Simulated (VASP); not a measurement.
The system is Ge.

```xyz
2
Lattice="1.4881 -2.5947 0.0000 1.4881 2.5947 0.0000 0.0000 0.0000 4.7276" Properties=species:S:1:pos:R:3 pbc="T T T"
Ge    1.4881   -0.8643    1.1819
Ge    1.4881    0.8643    3.5457
```

Program: VASP 6.6.1. Alike in all runs: task single point; level PBEsol; potentials or basis VASP PAW PBE potentials, release 64 (Ge_d); no spin polarisation; cell as given; cutoff (eV) 500; smearing fermi-dirac 0.15 eV.

Task: Order these runs on this cell by their pressure, lowest first.
A. k mesh 7 × 7 × 4
B. k mesh 4 × 4 × 2
C. k mesh 3 × 3 × 2

Result: C (-4.9 GPa), B (-3.2 GPa), A (1.3 GPa).

Caveats: some runs use coarse meshes; the PAW data sets were made with another functional, which shifts forces and pressure a little.
